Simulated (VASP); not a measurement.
# AlGa3N4 (P-43m) in VASP: further runs

Runs on AlGa3N4. Level: r2SCAN. Tasks: single point.

All numbers are computed with VASP 6.6.1; they aren't measurements. Logs are shortened: lines on timing, memory, paths and dates and some standing lists are left out, and cuts for length are marked.

## (1) The cell of the first run

Symmetry: P-43m, No. 215, cubic system. Conventional cell: a = 4.465 Å, b = 4.465 Å, c = 4.465 Å, α = 90.00°, β = 90.00°, γ = 90.00°. Within 2.5 Å of Al (site symmetry -43m) lie 4 N at 1.89 Å. Within 2.6 Å of Ga (site symmetry -42m) lie 4 N at 1.95 Å. N (site symmetry 3m) has 1 Al at 1.89 Å and 3 Ga at 1.95 Å within 2.5 Å.

## (2) Single point, r2SCAN

File POSCAR:

```
AlGa3N4
1.0
    4.4653444481      0.0000000000      0.0000000000
    0.0000000000      4.4653444481      0.0000000000
    0.0000000000      0.0000000000      4.4653444481
Al Ga N
1 3 4
Direct
    0.0000000000      0.0000000000      0.0000000000
    0.5000000000      0.5000000000      0.0000000000
    0.5000000000      0.0000000000      0.5000000000
    0.0000000000      0.5000000000      0.5000000000
    0.7553510550      0.7553510550      0.2446489450
    0.7553510550      0.2446489450      0.7553510550
    0.2446489450      0.7553510550      0.7553510550
    0.2446489450      0.2446489450      0.2446489450
```

File INCAR.step1:

```
ALGO = Normal ; EDIFF = 1E-5
ENCUT = 660 ; GGA = PE
GGA_COMPAT = F ; ISMEAR = 0
LASPH = T ; LCHARG = F
LREAL = F ; LWAVE = T
NBANDS = 41 ; NELM = 120
PREC = Accurate ; SIGMA = 0.05
```

File INCAR.step2:

```
ALGO = Normal ; EDIFF = 1E-6
ENCUT = 660 ; GGA_COMPAT = F
ISIF = 2 ; ISMEAR = 0
ISTART = 1 ; LASPH = T
LCHARG = F ; LMIXTAU = T
LREAL = F ; LWAVE = F
METAGGA = R2SCAN ; NBANDS = 41
NELM = 120 ; PREC = Accurate
SIGMA = 0.05
```

File KPOINTS:

```
k-points
0
Gamma
  6 6 6
```

Potentials or basis: VASP PAW PBE potentials, release 64 (Al, Ga_d, N).

The run is started by

```console
> cat potpaw_PBE.64/Al/POTCAR potpaw_PBE.64/Ga_d/POTCAR potpaw_PBE.64/N/POTCAR > POTCAR
> cp INCAR.step1 INCAR
> mpirun -np 1 vasp_std > vasp.out
> cp INCAR.step2 INCAR
> mpirun -np 1 vasp_std > vasp.out
```

OUTCAR:

```text
EDIFF = 1E-6
   ENCUT = 660
   ISIF = 2
   ISMEAR = 0
   ISTART = 1
   LASPH = T
   LREAL = F
   METAGGA = R2SCAN
   NELM = 120
   PREC = Accurate

 ion  position               nearest neighbor table
   1  0.000  0.000  0.000-   5 1.89   6 1.89   7 1.89   8 1.89
   2  0.500  0.500  0.000-   5 1.95   6 1.95   7 1.95   8 1.95
   3  0.500  0.000  0.500-   5 1.95   6 1.95   7 1.95   8 1.95
   4  0.000  0.500  0.500-   5 1.95   6 1.95   7 1.95   8 1.95
   5  0.755  0.755  0.245-   1 1.89   2 1.95   3 1.95   4 1.95
   6  0.755  0.245  0.755-   1 1.89   2 1.95   3 1.95   4 1.95
   7  0.245  0.755  0.755-   1 1.89   2 1.95   3 1.95   4 1.95
   8  0.245  0.245  0.245-   1 1.89   2 1.95   3 1.95   4 1.95

  LATTYP: Found a simple cubic cell.
 ALAT       =     4.4653444481

  Lattice vectors:

 A1 = (   4.4653444481,   0.0000000000,   0.0000000000)
 A2 = (   0.0000000000,   4.4653444481,   0.0000000000)
 A3 = (   0.0000000000,   0.0000000000,   4.4653444481)

Analysis of symmetry for initial positions (statically):
=====================================================================
 Subroutine PRICEL returns:
 Original cell was already a primitive cell.

 Routine SETGRP: Setting up the symmetry group for a
 simple cubic supercell.

 Subroutine GETGRP returns: Found 24 space group operations
 (whereof 24 operations were pure point group operations)
 out of a pool of 48 trial point group operations.

The static configuration has the point symmetry T_d .

Analysis of symmetry for dynamics (positions and initial velocities):
=====================================================================
 Subroutine PRICEL returns:
 Original cell was already a primitive cell.

 Routine SETGRP: Setting up the symmetry group for a
 simple cubic supercell.

 Subroutine GETGRP returns: Found 24 space group operations
 (whereof 24 operations were pure point group operations)
 out of a pool of 48 trial point group operations.

The dynamic configuration has the point symmetry T_d .

 Subroutine INISYM returns: Found 24 space group operations
 (whereof 24 operations are pure point group operations),
 and found     1 'primitive' translations

----------------------------------------------------------------------------------------

                                     Primitive cell

  volume of cell :      89.0358

[... 99 lines left out ...]
   IBRION =     -1    ionic relax: 0-MD 1-quasi-New 2-CG
   NFREE  =      0    steps in history (QN), initial steepest desc. (CG)
   ISIF   =      2    stress and relaxation
   ISYM   =      2    0-nonsym 1-usesym 2-fastsym
   POTIM  = 0.5000    time-step for ionic-motion
   TEBEG  =    0.0;   TEEND  =   0.0 temperature during run
   PSTRESS=    0.0 pullay stress
   NELECT =      62.0000    total number of electrons
   NUPDOWN=      -1.0000    fix difference up-down
   EMIN   =  10.00;   EMAX   =-10.00  energy-range for DOS
   EFERMI =   0.00;   METHOD = LEGACY
   ISMEAR =     0;   SIGMA  =   0.05  broadening in eV -4-tet -1-fermi 0-gaus
   EFERMI_NEDOS =   21; number of points for ismear=-14 and -15
   IALGO  =     38    algorithm
   IMIX   =      4    mixing-type and parameters
     AMIX     =   0.40;   BMIX     =  1.00
     AMIX_MAG =   1.60;   BMIX_MAG =  1.00
  volume/ion in A,a.u.               =      11.13        75.11
  Fermi-wavevector in a.u.,A,eV,Ry     =   1.451055  2.742096 28.647877  2.105560
  Thomas-Fermi vector in A             =   2.568596
   LORBIT       =      0    0 simple, 1 ext, 2 COOP (PROOUT), +10 PAW based schemes
   METAGGA = R2SCAN    functional components
   LHFCALC =     F    Hartree Fock is set to
   AEXX    =    0.0000 exact exchange contribution
   IVDW    =     0    specifies the selected vdW correction
   LEPSILON=     F    determine dielectric tensor
   LRPA    =     F    only Hartree local field effects (RPA)
 non-spin polarized calculation
 Gauss-broadening in eV      SIGMA  =   0.05
  energy-cutoff  :      660.00
  volume of cell :       89.04
 maximum number of plane-waves:      3451
 NGX is ok and might be reduce to    40

 number of electron      62.0000022 magnetization

 Free energy of the ion-electron system (eV)
  ---------------------------------------------------
  ext. energy  EPLUGINS =         0.00000000
  ---------------------------------------------------
  free energy    TOTEN  =       -84.86454783 eV

  energy without entropy =      -84.86454783  energy(sigma->0) =      -84.86454783

 E-fermi :   5.4380     XC(G=0): -12.3823

 val. band max:        5.1879513665   @ k =   0.0000   0.0000   0.0000
 cond. band min:       8.0051919511   @ k =   0.0000   0.0000   0.0000
 fundamental gap:      2.8172405846
 Fermi energy:         5.4379886395

 k-point     1 :       0.0000    0.0000    0.0000
  band No.  band energies     occupation
      1     -11.3063      2.00000
      2      -9.9151      2.00000
      3      -9.9151      2.00000
      4      -9.9151      2.00000
      5      -8.3188      2.00000
      6      -8.3188      2.00000
[... 869 lines left out ...]
     40      15.8387      0.00000
     41      15.8387      0.00000

------------------------ aborting loop because EDIFF is reached ----------------------------------------

  FORCE on cell =-STRESS in cart. coord.  units (eV):
  Direction    XX          YY          ZZ          XY          YZ          ZX
  --------------------------------------------------------------------------------------
  -------------------------------------------------------------------------------------
  Total        0.4147071      0.4147071      0.4147071      0.0000000      0.0000000      0.0000000
  in kB        7.4625474      7.4625474      7.4625474      0.0000000      0.0000000      0.0000000
  external PRESSURE =       7.4625474 kB  Pullay stress =       0.0000000 kB

 VOLUME and BASIS-vectors are now :
 -----------------------------------------------------------------------------
  energy-cutoff  :      660.00
  volume of cell :       89.04
      direct lattice vectors                 reciprocal lattice vectors
     4.465344448  0.000000000  0.000000000     0.223946890  0.000000000  0.000000000
     0.000000000  4.465344448  0.000000000     0.000000000  0.223946890  0.000000000
     0.000000000  0.000000000  4.465344448     0.000000000  0.000000000  0.223946890

 POSITION                                       TOTAL-FORCE (eV/Angst)
 -----------------------------------------------------------------------------------
      0.00000      0.00000      0.00000        -0.000000      0.000000      0.000000
      2.23267      2.23267      0.00000        -0.000000      0.000000      0.000000
      2.23267      0.00000      2.23267        -0.000000      0.000000      0.000000
      0.00000      2.23267      2.23267        -0.000000      0.000000      0.000000
      3.37290      3.37290      1.09244         0.046640      0.046640     -0.046640
      3.37290      1.09244      3.37290         0.046640     -0.046640      0.046640
      1.09244      3.37290      3.37290        -0.046640      0.046640      0.046640
      1.09244      1.09244      1.09244        -0.046640     -0.046640     -0.046640
 -----------------------------------------------------------------------------------
    total drift:                                0.000000      0.000000      0.000000

  FREE ENERGIE OF THE ION-ELECTRON SYSTEM (eV)
  ---------------------------------------------------
  free  energy   TOTEN  =       -84.8645478267 eV

  energy  without entropy=      -84.8645478267  energy(sigma->0) =      -84.86454783
```

OUTCAR.step1:

```text
EDIFF = 1E-5
   ENCUT = 660
   GGA = PE
   ISMEAR = 0
[... 1118 lines left out ...]
      3.37290      3.37290      1.09244         0.054544      0.054544     -0.054544
      3.37290      1.09244      3.37290         0.054544     -0.054544      0.054544
      1.09244      3.37290      3.37290        -0.054544      0.054544      0.054544
      1.09244      1.09244      1.09244        -0.054544     -0.054544     -0.054544
 -----------------------------------------------------------------------------------
    total drift:                                0.000000      0.000000      0.000000

  FREE ENERGIE OF THE ION-ELECTRON SYSTEM (eV)
  ---------------------------------------------------
  free  energy   TOTEN  =       -51.2554214445 eV

  energy  without entropy=      -51.2554214445  energy(sigma->0) =      -51.25542144
```

OSZICAR.step1:

```text
N       E                     dE             d eps       ncg     rms          rms(c)
DAV:   1     0.706083171618E+03    0.70608E+03   -0.31988E+04  1873   0.298E+03
DAV:   2     0.782100670733E+02   -0.62787E+03   -0.58400E+03  1688   0.730E+02
DAV:   3    -0.499884504921E+02   -0.12820E+03   -0.12346E+03  1891   0.223E+02
DAV:   4    -0.595274796328E+02   -0.95390E+01   -0.94327E+01  2218   0.632E+01
DAV:   5    -0.598487969833E+02   -0.32132E+00   -0.32064E+00  2036   0.110E+01    0.159E+01
DAV:   6    -0.509524220182E+02    0.88964E+01   -0.25779E+01  3027   0.598E+01    0.438E+00
DAV:   7    -0.513011881207E+02   -0.34877E+00   -0.46310E+00  1971   0.139E+01    0.400E+00
DAV:   8    -0.512928343654E+02    0.83538E-02   -0.54090E-01  2354   0.876E+00    0.111E+00
DAV:   9    -0.512548888603E+02    0.37946E-01   -0.15961E-01  2598   0.537E+00    0.528E-01
DAV:  10    -0.512552429053E+02   -0.35405E-03   -0.20472E-02  2023   0.862E-01    0.179E-01
DAV:  11    -0.512554256537E+02   -0.18275E-03   -0.31405E-03  2686   0.611E-01    0.504E-02
DAV:  12    -0.512554127142E+02    0.12940E-04   -0.57872E-04  2391   0.242E-01    0.235E-02
DAV:  13    -0.512554214445E+02   -0.87303E-05   -0.44893E-05  1949   0.459E-02
   1 F= -.51255421E+02 E0= -.51255421E+02  d E =-.310206E-18
```

Wall time 7 min (1 thread of Intel Xeon Platinum 8259CL at 2.50GHz (Skylake/Cascade Lake), shared host); peak memory 0.3 GiB.

What came out:

```yaml
Free_energy: -84.8645 eV
Pressure: 0.7 GPa
Largest_force: 0.081 eV/Å
Band_gap_on_the_k_mesh: 2.82 eV
```

Forces in eV/Å, atoms in the order of the input:
```
Al   0.000  0.000  0.000
Ga   0.000  0.000  0.000
Ga   0.000  0.000  0.000
Ga   0.000  0.000  0.000
N    0.047  0.047 -0.047
N    0.047 -0.047  0.047
N   -0.047  0.047  0.047
N   -0.047 -0.047 -0.047
```

Caveat: the PAW data sets were made with another functional, which shifts forces and pressure a little.

## (3) Single point, r2SCAN

This run uses another cell than the first one: it holds 16 atoms, not 8.

File POSCAR:

```
AlGa3N4
1.0
    0.0000000000     -4.4653444451      0.0000000000
    0.0000000000      0.0000000000     -4.4653444451
    8.9306888901      0.0000000000      0.0000000000
Al Ga N
2 6 8
Direct
    0.0000000000      0.0000000000      0.0000000000
    0.0000000000      0.0000000000      0.5000000000
    0.5000000000      0.0000000000      0.2500000000
    0.5000000000      0.0000000000      0.7500000000
    0.0000000000      0.5000000000      0.2500000000
    0.0000000000      0.5000000000      0.7500000000
    0.5000000000      0.5000000000      0.0000000000
    0.5000000000      0.5000000000      0.5000000000
    0.2446489449      0.7553510551      0.3776755275
    0.2446489449      0.7553510551      0.8776755275
    0.7553510551      0.2446489449      0.3776755275
    0.7553510551      0.2446489449      0.8776755275
    0.2446489449      0.2446489449      0.1223244725
    0.2446489449      0.2446489449      0.6223244725
    0.7553510551      0.7553510551      0.1223244725
    0.7553510551      0.7553510551      0.6223244725
```

File INCAR.step1:

```
  PREC = Accurate
  ENCUT = 520
  ISMEAR = 0
  SIGMA = 0.05
  LREAL = Auto
  LASPH = T
  NELM = 100
  NBANDS = 76
  GGA = PE
  ALGO = Normal
  EDIFF = 1E-4
  LWAVE = T
  LCHARG = F
```

File INCAR.step2:

```
  PREC = Accurate
  ENCUT = 520
  EDIFF = 1E-6
  ISMEAR = 0
  SIGMA = 0.05
  LREAL = Auto
  LASPH = T
  NELM = 100
  ALGO = Normal
  ISIF = 2
  LWAVE = F
  LCHARG = T
  METAGGA = R2SCAN
  LMIXTAU = T
  LELF = T
  LVHAR = T
  NBANDS = 76
  ISTART = 1
```

File KPOINTS:

```
regular mesh
0
Gamma
  5 5 3
```

Potentials or basis: VASP PAW PBE potentials, release 64 (Al, Ga_d, N).

The run is started by

```console
> cat potpaw_PBE.64/Al/POTCAR potpaw_PBE.64/Ga_d/POTCAR potpaw_PBE.64/N/POTCAR > POTCAR
> cp INCAR.step1 INCAR
> mpirun -np 1 vasp_std > vasp.out
> cp INCAR.step2 INCAR
> mpirun -np 1 vasp_std > vasp.out
```

OUTCAR:

```text
PREC = Accurate
   ENCUT = 520
   EDIFF = 1E-6
   ISMEAR = 0
   LREAL = Auto
   LASPH = T
   NELM = 100
   ISIF = 2
   METAGGA = R2SCAN
   ISTART = 1

 ion  position               nearest neighbor table
   1  0.000  0.000  0.000-  10 1.89  12 1.89  13 1.89  15 1.89
   2  0.000  0.000  0.500-   9 1.89  11 1.89  14 1.89  16 1.89
   3  0.500  0.000  0.250-   9 1.95  11 1.95  13 1.95  15 1.95
   4  0.500  0.000  0.750-  10 1.95  12 1.95  14 1.95  16 1.95
   5  0.000  0.500  0.250-   9 1.95  11 1.95  13 1.95  15 1.95
   6  0.000  0.500  0.750-  10 1.95  12 1.95  14 1.95  16 1.95
[... 8 lines left out ...]
  15  0.755  0.755  0.122-   1 1.89   3 1.95   5 1.95   7 1.95
  16  0.755  0.755  0.622-   2 1.89   4 1.95   6 1.95   8 1.95

  LATTYP: Found a simple tetragonal cell.
 ALAT       =     4.4653444451
 C/A-ratio  =     2.0000000000

  Lattice vectors:

 A1 = (   0.0000000000,  -4.4653444451,   0.0000000000)
 A2 = (   0.0000000000,   0.0000000000,  -4.4653444451)
 A3 = (   8.9306888901,   0.0000000000,   0.0000000000)

[... 198 lines left out ...]
 fundamental gap:      2.8173946466
 Fermi energy:         5.4139504960

 k-point     1 :       0.0000    0.0000    0.0000
  band No.  band energies     occupation
      1     -11.3058      2.00000
      2     -10.5590      2.00000
      3     -10.4181      2.00000
      4      -9.9237      2.00000
      5      -9.9237      2.00000
      6      -9.9138      2.00000
[... 913 lines left out ...]
     73      13.7688      0.00000
     74      13.8899      0.00000
 [bands above 74 left out]

------------------------ aborting loop because EDIFF is reached ----------------------------------------

  FORCE on cell =-STRESS in cart. coord.  units (eV):
  Direction    XX          YY          ZZ          XY          YZ          ZX
  --------------------------------------------------------------------------------------
  -------------------------------------------------------------------------------------
  Total        0.8819639      0.7335855      0.7335855      0.0000000      0.0000000      0.0000000
  in kB        7.9353574      6.6003421      6.6003421      0.0000000      0.0000000      0.0000000
  external PRESSURE =       7.0453472 kB  Pullay stress =       0.0000000 kB

 VOLUME and BASIS-vectors are now :
 -----------------------------------------------------------------------------
  energy-cutoff  :      520.00
  volume of cell :      178.07
      direct lattice vectors                 reciprocal lattice vectors
     0.000000000 -4.465344445  0.000000000     0.000000000 -0.223946890  0.000000000
     0.000000000  0.000000000 -4.465344445     0.000000000  0.000000000 -0.223946890
     8.930688890  0.000000000  0.000000000     0.111973445  0.000000000  0.000000000

 POSITION                                       TOTAL-FORCE (eV/Angst)
 -----------------------------------------------------------------------------------
      0.00000      0.00000      0.00000         0.000000     -0.000000      0.000000
      4.46534      0.00000      0.00000         0.000000     -0.000000      0.000000
      2.23267     -2.23267      0.00000         0.000000     -0.000000      0.000000
      6.69802     -2.23267      0.00000         0.000000     -0.000000      0.000000
      2.23267      0.00000     -2.23267         0.000000     -0.000000      0.000000
      6.69802      0.00000     -2.23267         0.000000     -0.000000      0.000000
[... 8 lines left out ...]
      1.09244     -3.37290     -3.37290        -0.047151     -0.046365     -0.046365
      5.55779     -3.37290     -3.37290        -0.047151     -0.046365     -0.046365
 -----------------------------------------------------------------------------------
    total drift:                               -0.000000     -0.000001     -0.000001

  FREE ENERGIE OF THE ION-ELECTRON SYSTEM (eV)
  ---------------------------------------------------
  free  energy   TOTEN  =      -169.7332914884 eV

  energy  without entropy=     -169.7332914884  energy(sigma->0) =     -169.73329149
```

OUTCAR.step1:

```text
PREC = Accurate
   ENCUT = 520
   ISMEAR = 0
   LREAL = Auto
   LASPH = T
[... 1183 lines left out ...]
      2.23267      0.00000     -2.23267         0.000000      0.000000     -0.000000
      6.69802      0.00000     -2.23267         0.000000      0.000000     -0.000000
[... 8 lines left out ...]
      1.09244     -3.37290     -3.37290        -0.057901     -0.055974     -0.055974
      5.55779     -3.37290     -3.37290        -0.057901     -0.055974     -0.055974
 -----------------------------------------------------------------------------------
    total drift:                               -0.000000     -0.000001     -0.000001

  FREE ENERGIE OF THE ION-ELECTRON SYSTEM (eV)
  ---------------------------------------------------
  free  energy   TOTEN  =      -102.4853341296 eV

  energy  without entropy=     -102.4853341296  energy(sigma->0) =     -102.48533413
```

OSZICAR.step1:

```text
N       E                     dE             d eps       ncg     rms          rms(c)
DAV:   1     0.169799301492E+04    0.16980E+04   -0.51950E+04  2032   0.278E+03
DAV:   2     0.328358933294E+03   -0.13696E+04   -0.12948E+04  1824   0.799E+02
DAV:   3    -0.758134028542E+02   -0.40417E+03   -0.38329E+03  2256   0.267E+02
DAV:   4    -0.116711655694E+03   -0.40898E+02   -0.40271E+02  2156   0.902E+01
DAV:   5    -0.119637255607E+03   -0.29256E+01   -0.29138E+01  2752   0.252E+01    0.226E+01
DAV:   6    -0.101799611866E+03    0.17838E+02   -0.62040E+01  3360   0.631E+01    0.650E+00
DAV:   7    -0.102569237794E+03   -0.76963E+00   -0.10227E+01  2160   0.136E+01    0.565E+00
DAV:   8    -0.102526308399E+03    0.42929E-01   -0.10519E+00  2760   0.928E+00    0.156E+00
DAV:   9    -0.102482910213E+03    0.43398E-01   -0.27144E-01  2936   0.533E+00    0.613E-01
DAV:  10    -0.102484824234E+03   -0.19140E-02   -0.40438E-02  2304   0.109E+00    0.211E-01
DAV:  11    -0.102485285107E+03   -0.46087E-03   -0.76273E-03  2832   0.960E-01    0.716E-02
DAV:  12    -0.102485323644E+03   -0.38537E-04   -0.15123E-03  2640   0.480E-01    0.353E-02
DAV:  13    -0.102485334130E+03   -0.10485E-04   -0.15573E-04  1360   0.117E-01
   1 F= -.10248533E+03 E0= -.10248533E+03  d E =-.314199E-14
```

Wall time 13 min (1 thread of Intel Xeon Platinum 8259CL at 2.50GHz (Skylake/Cascade Lake), shared host); peak memory 0.38 GiB.

Results:

| Property | Result |
| --- | --- |
| Free energy | -169.7333 eV |
| Pressure | 0.7 GPa |
| Largest force | 0.081 eV/Å |
| Band gap on the k mesh | 2.82 eV |

Forces in eV/Å, atoms in the order of the input:
```
Al   0.000  0.000  0.000
Al   0.000  0.000  0.000
Ga   0.000  0.000  0.000
Ga   0.000  0.000  0.000
Ga   0.000  0.000  0.000
Ga   0.000  0.000  0.000
Ga   0.000  0.000  0.000
Ga   0.000  0.000  0.000
N    0.047  0.046 -0.046
N    0.047  0.046 -0.046
N    0.047 -0.046  0.046
N    0.047 -0.046  0.046
N   -0.047  0.046  0.046
N   -0.047  0.046  0.046
N   -0.047 -0.046 -0.046
N   -0.047 -0.046 -0.046
```

Caveat: the PAW data sets were made with another functional, which shifts forces and pressure a little.
